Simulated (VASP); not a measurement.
Wanted: the native input for a VASP 6.6.1 run.

```yaml
Task: relaxation of cell and atoms
Functional: PBE
Potentials_or_basis: VASP PAW PBE potentials, release 64 (Sn_d)
Cutoff: 600 eV
k_mesh: 8 × 8 × 8
Occupations: gaussian, width 0.05 eV
Spin: no spin polarisation
Dipole_correction: no
Further_INCAR_settings: ALGO = Normal; EDIFF = 1e-06; IBRION = 2; EDIFFG = -0.03; NSW = 80; ISIF = 3
```

The structure of Sn lies in POSCAR:

```
Sn
1.0
   -2.9159000000      2.9159000000      1.5909500000
    2.9159000000     -2.9159000000      1.5909500000
    2.9159000000      2.9159000000     -1.5909500000
Sn
2
Direct
    0.7500000000      0.2500000000      0.5000000000
    0.0000000000      0.0000000000      0.0000000000
```

One way to write it, as run:

INCAR

```
PREC     = Accurate       # precision mode
ENCUT    = 600            # plane-wave cutoff, eV
EDIFF    = 1E-6           # SCF threshold, eV
ISMEAR   = 0              # smearing method
SIGMA    = 0.05           # smearing width, eV
LREAL    = F              # projectors in reciprocal space
LASPH    = T              # aspherical terms in the spheres
NELM     = 100            # most SCF steps
ALGO     = Normal         # electronic algorithm
ISIF     = 3              # what is computed and relaxed
LWAVE    = F              # write WAVECAR
LCHARG   = F              # write CHGCAR
GGA      = PE             # functional
IBRION   = 2              # ionic algorithm
NSW      = 80             # ionic steps
EDIFFG   = -0.03          # ionic threshold
```

KPOINTS

```
Automatic mesh
0
Gamma
  8 8 8
```

Potentials or basis: VASP PAW PBE potentials, release 64 (Sn_d).

The run is started by

```bash
$ cat potpaw_PBE.64/Sn_d/POTCAR > POTCAR
$ mpirun -np 1 vasp_std > vasp.out
```

It gave:

The relaxed volume is 28.46 Å³/atom and the relaxed cell is a = 4.470 Å, b = 4.470 Å, c = 4.470 Å, α = 97.82°, β = 97.82°, γ = 136.71°. The space group after relaxing (to 0.1 Å) is I4_1/amd (No. 141), the energy gained by relaxing is 13.3 meV/atom and the ionic steps are 6. The pressure after relaxing is -0.1 GPa and the band gap on the k mesh is zero (bands 14 and 15 overlap by 3.57 eV).

Caveat: spin-orbit coupling is left out, which moves the levels of the heavy elements.

It took 120 s on 1 thread of Intel(R) Xeon(R) 6975P-C (Granite Rapids) (shared host), peak memory 0.25 GiB.
